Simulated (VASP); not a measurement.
ZrTi2B3: single point with PBE

Crystal: ZrTi2B3.

```
Zr Ti B
1.0
     4.79388    0.00000    0.00000
    -2.39694    4.15162    0.00000
     0.00000    0.00000    3.88038
Zr Ti B
1 2 3
Cartesian
  0.0000 0.0000 0.0000
  2.3969 1.3839 1.9402
  0.0000 2.7677 0.0000
  -0.9171 3.2972 1.9402
  0.0000 1.7088 1.9402
  0.9171 3.2972 1.9402
```

```yaml
Program: VASP 6.6.1
Task: single point
Functional: PBE
Potentials_or_basis: VASP PAW PBE potentials, release 64 (Zr_sv, Ti_sv, B)
Cutoff: 520 eV
k_mesh: 5 × 5 × 3
Occupations: gaussian, width 0.2 eV
Spin: no spin polarisation
```

```json
{
  "Pressure": "0.0 GPa",
  "Largest force": "0.021 eV/Å"
}
```

Forces on the atoms (eV/Å):
```
Zr   0.000  0.000  0.000
Ti   0.000  0.000  0.000
Ti   0.000  0.000  0.000
B   -0.018  0.010  0.000
B    0.000 -0.021  0.000
B    0.018  0.010  0.000
```

Levels at points of the mesh, in eV from the Fermi level:
| k point | band 18 | band 19 | band 20 | band 21 | band 22 | band 23 | band 24 | band 25 | band 26 | band 27 |
| --- | --- | --- | --- | --- | --- | --- | --- | --- | --- | --- |
| (0.00, 0.00, 0.00) | -1.84 | -1.84 | -1.53 | -1.53 | -1.26 | 0.72 | 0.72 | 1.53 | 1.53 | 1.61 |

Run time: 27 s on 1 thread of Intel(R) Xeon(R) Platinum 8375C CPU @ 2.90GHz (Ice Lake), with other jobs on the host, peak memory 0.19 GiB.

Caveat: the k points lie up to 0.54 Å⁻¹ apart.
